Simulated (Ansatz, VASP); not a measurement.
**B: VASP beside Ansatz**

```xyz
6
Lattice="1.9841 1.1455 3.2295 -1.9841 1.1455 3.2295 0.0000 -2.2910 3.2295" Properties=species:S:1:pos:R:3 pbc="T T T"
B     0.0000    1.1455    3.2295
B    -0.9920   -0.5727    3.2295
B     0.9920   -0.5727    3.2295
B     0.0000    0.0000    1.6585
B     0.0000    0.0000    8.0301
B     0.0000    0.0000    0.0000
```

Alike in both runs: task single point; functional PBE; k mesh 6 × 6 × 6; occupations gaussian, width 0.1 eV; no spin polarisation.

|  | VASP | Ansatz |
| --- | --- | --- |
| version | VASP 6.6.1 | Ansatz 0.2.0 |
| potentials or method | VASP PAW PBE potentials, release 64 (B), cutoff 520 eV | scalar-relativistic, plane waves, PAW |
| valence electrons in the cell | 18 | 18 |

```csv
,VASP,Ansatz,Ansatz less VASP
gap on the k mesh at the Fermi level (eV),none,none,-
pressure (GPa),-4.8,-4.7,+0.04
"traceless stress, the component that is largest in VASP (GPa)",0.64,0.59,-0.049
rms of the force components (eV/Å),0.495,0.493,-0.0018
```

Atom by atom the forces differ by 0.002 eV/Å (rms over components). A gap of «none» marks a metal or a gap that the smearing closes. The functional is the same, so the differences come from potentials, cutoffs and numerics.
